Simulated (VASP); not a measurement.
Runs of VASP 6.6.1 on CdS (Greenockite). The structure is that of space group P6_3mc (No. 186), or close to it. The cells are those of the table. 

| cell | gap on the mesh (eV) | pressure (GPa) | largest force (eV/Å) |
| --- | --- | --- | --- |
| a = 4.150, b = 4.150, c = 6.737 Å, angles 90.0, 90.0, 120.0°, 4 atoms | 1.20 | 2.4 | 0.07 |
| a = 4.094, b = 4.094, c = 6.646 Å, angles 90.0, 90.0, 120.0°, 4 atoms | (a) | (b) | 0.08 |
| a = 4.122, b = 4.122, c = 6.692 Å, angles 90.0, 90.0, 120.0°, 4 atoms | 1.25 | 3.8 | 0.07 |
| a = 4.231, b = 4.231, c = 6.869 Å, angles 90.0, 90.0, 120.0°, 4 atoms | 1.06 | -0.9 | 0.06 |
| a = 4.065, b = 4.065, c = 6.599 Å, angles 90.0, 90.0, 120.0°, 4 atoms | 1.34 | 7.0 | 0.08 |
| a = 4.177, b = 4.177, c = 6.782 Å, angles 90.0, 90.0, 120.0°, 4 atoms | (d) | (c) | 0.06 |
| a = 4.205, b = 4.205, c = 6.826 Å, angles 90.0, 90.0, 120.0°, 4 atoms | 1.10 | 0.1 | 0.06 |

Alike in all rows: task single point; level PBE; potentials or basis VASP PAW PBE potentials, release 64 (Cd, S); no spin polarisation; k mesh 6 × 6 × 4; cutoff (eV) 520; smearing fermi-dirac 0.1 eV.

**Question.** Estimate the missing entries.

**Answer.** (a) 1.30; (b) 5.3; (c) 1.2; (d) 1.15.

A k mesh can miss the band edges, and the runs leave out spin-orbit coupling on Cd.
